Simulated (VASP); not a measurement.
# ZrSc3F2 (P4mm) in VASP: single point with PBE

Aim: the single point of ZrSc3F2 with PBE.

Program: VASP 6.6.1. These are calculated values, not measurements. Logs are shortened: lines on timing, memory, paths and dates and some standing lists are left out, and cuts for length are marked.

## (1) The cell of the first run

The structure is tetragonal, space group P4mm (No. 99). The conventional cell has a = 3.363 Å, b = 3.363 Å, c = 7.319 Å, α = 90.00°, β = 90.00°, γ = 90.00°. Within 3.4 Å of Zr (site symmetry 4mm) lie 5 F at 2.51 to 2.61 Å and 8 Sc at 2.98 to 3.22 Å and 4 Zr at 3.36 Å. Sc (site symmetry 2mm) has 10 Sc at 2.38 to 3.36 Å and 4 F at 2.56 to 2.58 Å and 2 Zr at 3.22 Å within 3.4 Å. Within 3.4 Å of Sc (site symmetry 4mm) lie 5 F at 2.52 to 2.60 Å and 4 Zr at 2.98 Å and 8 Sc at 3.26 to 3.36 Å. Within 3.4 Å of F (site symmetry 4mm) lie 8 Sc at 2.52 to 2.58 Å and 1 Zr at 2.61 Å and 4 F at 3.36 Å. F (site symmetry 4mm) has 4 Zr at 2.51 Å and 5 Sc at 2.56 to 2.60 Å and 4 F at 3.36 Å within 3.4 Å.

The cell was built from a structure type or drawn by symmetry, and may not be a known phase.

## (2) Single point, PBE

File INCAR:

```
SYSTEM = ZrSc3F2
PREC = Accurate
ENCUT = 520
EDIFF = 1E-7
ISMEAR = 0
SIGMA = 0.1
LREAL = .False.
LASPH = .True.
NELM = 80
ALGO = Normal
ISIF = 2
LWAVE = .False.
LCHARG = .True.
GGA = PE
LELF = .True.
LVHAR = .True.
NBANDS = 38
```

File KPOINTS:

```
Automatic mesh
0
Gamma
  6 6 4
  0 0 0
```

File POSCAR:

```
ZrSc3F2
1.0
    3.3628904400      0.0000000000      0.0000000000
    0.0000000000      3.3628904400      0.0000000000
    0.0000000000      0.0000000000      7.3190547700
Zr Sc F
1 3 2
Direct
    0.5000000000      0.5000000000      0.6236239100
    0.5000000000      0.0000000000      0.9983087800
    0.0000000000      0.5000000000      0.9983087800
    0.0000000000      0.0000000000      0.3792572600
    0.5000000000      0.5000000000      0.2665635600
    0.0000000000      0.0000000000      0.7339377400
```

Potentials or basis: VASP PAW PBE potentials, release 64 (Zr_sv, Sc_sv, F).

Command:

```sh
> cat potpaw_PBE.64/Zr_sv/POTCAR potpaw_PBE.64/Sc_sv/POTCAR potpaw_PBE.64/F/POTCAR > POTCAR
> mpirun -np 1 vasp_std > vasp.out
```

OUTCAR:

```text
SYSTEM = ZrSc3F2
   PREC = Accurate
   ENCUT = 520
   EDIFF = 1E-7
   ISMEAR = 0
   LREAL = .False.
   LASPH = .True.
   NELM = 80
   ISIF = 2
   GGA = PE

 ion  position               nearest neighbor table
   1  0.500  0.500  0.624-   6 2.51   6 2.51   6 2.51   6 2.51   5 2.61   4 2.98   4 2.98   4 2.98
                             4 2.98   2 3.22   3 3.22   2 3.22   3 3.22
   2  0.500  0.000  0.998-   3 2.38   3 2.38   3 2.38   3 2.38   6 2.56   6 2.56   5 2.58   5 2.58
                             1 3.22   1 3.22   4 3.26   4 3.26
   3  0.000  0.500  0.998-   2 2.38   2 2.38   2 2.38   2 2.38   6 2.56   6 2.56   5 2.58   5 2.58
                             1 3.22   1 3.22   4 3.26   4 3.26
   4  0.000  0.000  0.379-   5 2.52   5 2.52   5 2.52   5 2.52   6 2.60   1 2.98   1 2.98   1 2.98
                             1 2.98   2 3.26   3 3.26   3 3.26   2 3.26
   5  0.500  0.500  0.267-   4 2.52   4 2.52   4 2.52   4 2.52   3 2.58   3 2.58   2 2.58   2 2.58
                             1 2.61
   6  0.000  0.000  0.734-   1 2.51   1 2.51   1 2.51   1 2.51   3 2.56   3 2.56   2 2.56   2 2.56
                             4 2.60

  LATTYP: Found a simple tetragonal cell.
 ALAT       =     3.3628904400
 C/A-ratio  =     2.1764178467

  Lattice vectors:

 A1 = (   3.3628904400,   0.0000000000,   0.0000000000)
 A2 = (   0.0000000000,   3.3628904400,   0.0000000000)
 A3 = (   0.0000000000,   0.0000000000,   7.3190547700)

Analysis of symmetry for initial positions (statically):
=====================================================================
 Subroutine PRICEL returns:
 Original cell was already a primitive cell.

 Routine SETGRP: Setting up the symmetry group for a
 simple tetragonal supercell.

 Subroutine GETGRP returns: Found  8 space group operations
 (whereof  8 operations were pure point group operations)
 out of a pool of 16 trial point group operations.

The static configuration has the point symmetry C_4v.

Analysis of symmetry for dynamics (positions and initial velocities):
=====================================================================
 Subroutine PRICEL returns:
 Original cell was already a primitive cell.

 Routine SETGRP: Setting up the symmetry group for a
 simple tetragonal supercell.

 Subroutine GETGRP returns: Found  8 space group operations
 (whereof  8 operations were pure point group operations)
 out of a pool of 16 trial point group operations.

The dynamic configuration has the point symmetry C_4v.

 Subroutine INISYM returns: Found  8 space group operations
 (whereof  8 operations are pure point group operations),
 and found     1 'primitive' translations

----------------------------------------------------------------------------------------

                                     Primitive cell

  volume of cell :      82.7714

  direct lattice vectors                    reciprocal lattice vectors
     3.362890440  0.000000000  0.000000000     0.297363241  0.000000000  0.000000000
     0.000000000  3.362890440  0.000000000     0.000000000  0.297363241  0.000000000
     0.000000000  0.000000000  7.319054770     0.000000000  0.000000000  0.136629665

  length of vectors
     3.362890440  3.362890440  7.319054770     0.297363241  0.297363241  0.136629665

  position of ions in fractional coordinates (direct lattice)
     0.500000000  0.500000000  0.623623910
     0.500000000  0.000000000  0.998308780
     0.000000000  0.500000000  0.998308780
     0.000000000  0.000000000  0.379257260
     0.500000000  0.500000000  0.266563560
     0.000000000  0.000000000  0.733937740

  ion indices of the primitive-cell ions
   primitive index   ion index
                 1           1
                 2           2
                 3           3
                 4           4
                 5           5
                 6           6

----------------------------------------------------------------------------------------

 KPOINTS: Automatic mesh

Automatic generation of k-mesh.
 Grid dimensions read from file:
 generate k-points for:    6    6    4

 Generating k-lattice:

  Cartesian coordinates                     Fractional coordinates (reciprocal lattice)
     0.049560540  0.000000000  0.000000000     0.166666667  0.000000000  0.000000000
     0.000000000  0.049560540  0.000000000     0.000000000  0.166666667  0.000000000
     0.000000000  0.000000000  0.034157416     0.000000000  0.000000000  0.250000000

  Length of vectors
     0.049560540  0.049560540  0.034157416

  Shift w.r.t. Gamma in fractional coordinates (k-lattice)
     0.000000000  0.000000000  0.000000000

 Subroutine IBZKPT returns following result:
 ===========================================

 Found     30 irreducible k-points:

 Following reciprocal coordinates:
            Coordinates               Weight
  0.000000  0.000000  0.000000      1.000000
  0.166667  0.000000  0.000000      4.000000
  0.333333  0.000000  0.000000      4.000000
  0.500000  0.000000  0.000000      2.000000
  0.166667  0.166667  0.000000      4.000000
  0.333333  0.166667  0.000000      8.000000
[... 16 lines left out ...]
  0.333333  0.000000  0.500000      4.000000
  0.500000  0.000000  0.500000      2.000000
 [... further k-points ...]
   k-points           NKPTS =     30   k-points in BZ     NKDIM =     30   number of bands    NBANDS=     38
   number of dos      NEDOS =    301   number of ions     NIONS =      6
   total plane-waves  NPLWV =  42336
   dimension x,y,z NGX =    28 NGY =   28 NGZ =   54
   dimension x,y,z NGXF=    56 NGYF=   56 NGZF=  108
   ions per type =               1   3   2
   NGX,Y,Z   is equivalent  to a cutoff of  13.84, 13.84, 12.27 a.u.
   NGXF,Y,Z  is equivalent  to a cutoff of  27.68, 27.68, 24.53 a.u.
 SYSTEM =  ZrSc3F2
   PREC   = accura    normal or accurate (medium, high low for compatibility)
   ISTART =      0    job   : 0-new  1-cont  2-samecut
   ICHARG =      2    charge: 1-file 2-atom 10-const
   ISPIN  =      1    spin polarized calculation?
   LNONCOLLINEAR =      F non collinear calculations
   LSORBIT =      F    spin-orbit coupling
   LASPH  =      T    aspherical Exc in radial PAW
   ENCUT  =  520.0 eV  38.22 Ry    6.18 a.u.   6.25  6.25 13.61*2*pi/ulx,y,z
   NELM   =     80;   NELMIN=  2; NELMDL= -5     # of ELM steps
   EDIFF  = 0.1E-06   stopping-criterion for ELM
   LREAL  =      F    real-space projection
   EDIFFG = 0.1E-05   stopping-criterion for IOM
   NSW    =      0    number of steps for IOM
   IBRION =     -1    ionic relax: 0-MD 1-quasi-New 2-CG
   NFREE  =      0    steps in history (QN), initial steepest desc. (CG)
   ISIF   =      2    stress and relaxation
   ISYM   =      2    0-nonsym 1-usesym 2-fastsym
   POTIM  = 0.5000    time-step for ionic-motion
   TEBEG  =    0.0;   TEEND  =   0.0 temperature during run
   PSTRESS=    0.0 pullay stress
   NELECT =      59.0000    total number of electrons
   NUPDOWN=      -1.0000    fix difference up-down
   EMIN   =  10.00;   EMAX   =-10.00  energy-range for DOS
   EFERMI =   0.00;   METHOD = LEGACY
   ISMEAR =     0;   SIGMA  =   0.10  broadening in eV -4-tet -1-fermi 0-gaus
   EFERMI_NEDOS =   21; number of points for ismear=-14 and -15
   IALGO  =     38    algorithm
   IMIX   =      4    mixing-type and parameters
     AMIX     =   0.40;   BMIX     =  1.00
     AMIX_MAG =   1.60;   BMIX_MAG =  1.00
  volume/ion in A,a.u.               =      13.80        93.09
  Fermi-wavevector in a.u.,A,eV,Ry     =   1.462397  2.763530 29.097497  2.138606
  Thomas-Fermi vector in A             =   2.578615
   LORBIT       =      0    0 simple, 1 ext, 2 COOP (PROOUT), +10 PAW based schemes
   GGA     = PE    functional components
   LHFCALC =     F    Hartree Fock is set to
   AEXX    =    0.0000 exact exchange contribution
   IVDW    =     0    specifies the selected vdW correction
   LEPSILON=     F    determine dielectric tensor
   LRPA    =     F    only Hartree local field effects (RPA)
 non-spin polarized calculation
 Gauss-broadening in eV      SIGMA  =   0.10
  energy-cutoff  :      520.00
  volume of cell :       82.77
 maximum number of plane-waves:      2254
 NGX is ok and might be reduce to    28
   NGX = 13   NGY = 13   NGZ = 27

 number of electron      58.9999995 magnetization

 Free energy of the ion-electron system (eV)
  ---------------------------------------------------
  ext. energy  EPLUGINS =         0.00000000
  ---------------------------------------------------
  free energy    TOTEN  =       -32.97509092 eV

  energy without entropy =      -32.94467386  energy(sigma->0) =      -32.95988239

 E-fermi :   8.3943     XC(G=0): -11.6690

 val. band max:        8.3888591872   @ k =   0.0000   0.0000   0.5000
 cond. band min:       8.4041925266   @ k =   0.1667   0.1667   0.5000
 fundamental gap:      0.0153333394
 Fermi energy:         8.3943314120

 k-point     1 :       0.0000    0.0000    0.0000
  band No.  band energies     occupation
      1     -41.5058      2.00000
      2     -41.0028      2.00000
      3     -40.9269      2.00000
      4     -39.8268      2.00000
      5     -20.4154      2.00000
      6     -20.4154      2.00000
[... 30 lines left out ...]
     37       9.5229      0.00000
     38       9.9276      0.00000

 k-point     2 :       0.1667    0.0000    0.0000
  band No.  band energies     occupation
      1     -41.4986      2.00000
      2     -40.9474      2.00000
      3     -40.9015      2.00000
      4     -39.9066      2.00000
      5     -20.4047      2.00000
      6     -20.2839      2.00000
[... 30 lines left out ...]
     37       9.6769      0.00000
     38       9.8840      0.00000

 k-point     3 :       0.3333    0.0000    0.0000
  band No.  band energies     occupation
      1     -41.4843      2.00000
      2     -40.9235      2.00000
      3     -40.7065      2.00000
      4     -40.1236      2.00000
      5     -20.5251      2.00000
      6     -20.2700      2.00000
[... 30 lines left out ...]
     37      10.1309      0.00000
[... 781 lines left out ...]
 k-point    23 :       0.3333    0.0000    0.5000
  band No.  band energies     occupation
      1     -41.4842      2.00000
      2     -40.9238      2.00000
      3     -40.7063      2.00000
      4     -40.1236      2.00000
      5     -20.4958      2.00000
      6     -20.2655      2.00000
[... 30 lines left out ...]
     37      10.3296      0.00000
     38      10.3337      0.00000

 k-point    24 :       0.5000    0.0000    0.5000
  band No.  band energies     occupation
      1     -41.4771      2.00000
      2     -40.9182      2.00000
      3     -40.4175      2.00000
      4     -40.4170      2.00000
      5     -20.5689      2.00000
      6     -20.3287      2.00000
[... 30 lines left out ...]
     37      10.6631      0.00000
     38      10.6962      0.00000

 [... further k-points ...]

------------------------ aborting loop because EDIFF is reached ----------------------------------------

  FORCE on cell =-STRESS in cart. coord.  units (eV):
  Direction    XX          YY          ZZ          XY          YZ          ZX
  --------------------------------------------------------------------------------------
  -------------------------------------------------------------------------------------
  Total       15.4043876     15.4043876      9.3193059      0.0000000      0.0000000      0.0000000
  in kB      298.1773049    298.1773049    180.3905216      0.0000000      0.0000000      0.0000000
  external PRESSURE =     258.9150438 kB  Pullay stress =       0.0000000 kB

 VOLUME and BASIS-vectors are now :
 -----------------------------------------------------------------------------
  energy-cutoff  :      520.00
  volume of cell :       82.77
      direct lattice vectors                 reciprocal lattice vectors
     3.362890440  0.000000000  0.000000000     0.297363241  0.000000000  0.000000000
     0.000000000  3.362890440  0.000000000     0.000000000  0.297363241  0.000000000
     0.000000000  0.000000000  7.319054770     0.000000000  0.000000000  0.136629665

 POSITION                                       TOTAL-FORCE (eV/Angst)
 -----------------------------------------------------------------------------------
      1.68145      1.68145      4.56434         0.000000      0.000000      0.718395
      1.68145      0.00000      7.30668         0.000000     -0.000000      0.096358
      0.00000      1.68145      7.30668        -0.000000     -0.000000      0.096358
      0.00000      0.00000      2.77580         0.000000     -0.000000     -0.924196
      1.68145      1.68145      1.95099         0.000000      0.000000     -0.592940
      0.00000      0.00000      5.37173         0.000000     -0.000000      0.606025
 -----------------------------------------------------------------------------------
    total drift:                                0.000000      0.000000      0.000139

  FREE ENERGIE OF THE ION-ELECTRON SYSTEM (eV)
  ---------------------------------------------------
  free  energy   TOTEN  =       -32.9750909188 eV

  energy  without entropy=      -32.9446738610  energy(sigma->0) =      -32.95988239
```

Run time: 2.4 min. Hardware: 1 thread of AMD EPYC 7R43 (Zen 3), shared host; peak memory 0.2 GiB.

Results:

```yaml
Free_energy: -32.9751 eV
Pressure: 25.9 GPa
Largest_force: 0.924 eV/Å
Band_gap_on_the_k_mesh: zero (an odd number of electrons rules out a gap without spin polarisation)
```

Forces in eV/Å, atoms in the order of the input:
```
Zr   0.000  0.000  0.718
Sc   0.000  0.000  0.096
Sc   0.000  0.000  0.096
Sc   0.000  0.000 -0.924
F    0.000  0.000 -0.593
F    0.000  0.000  0.606
```

Levels at points of the mesh, in eV from the Fermi level:
```csv
k point,band 27,band 28,band 29,band 30,band 31,band 32,band 33,band 34
"(0.00, 0.00, 0.00)",-2.61,-1.82,-1.51,-0.06,0.27,0.40,0.48,0.48
"(0.50, 0.00, 0.00)",-1.43,-1.21,0.50,0.57,0.57,0.72,1.09,1.16
"(0.50, 0.50, 0.00)",-1.52,-1.52,-0.14,-0.14,-0.13,0.31,2.53,2.53
"(0.00, 0.00, 0.50)",-2.65,-2.54,-1.51,-0.94,-0.01,-0.01,-0.01,0.19
"(0.50, 0.00, 0.50)",-1.27,-1.09,0.43,0.60,0.64,0.75,0.76,0.83
"(0.50, 0.50, 0.50)",-1.39,-1.39,-0.17,-0.17,0.58,1.07,1.59,1.59
```

Caveat: the cell stands under pressure; an odd number of electrons without spin polarisation forces a metal; a magnetic or distorted state may lie lower.
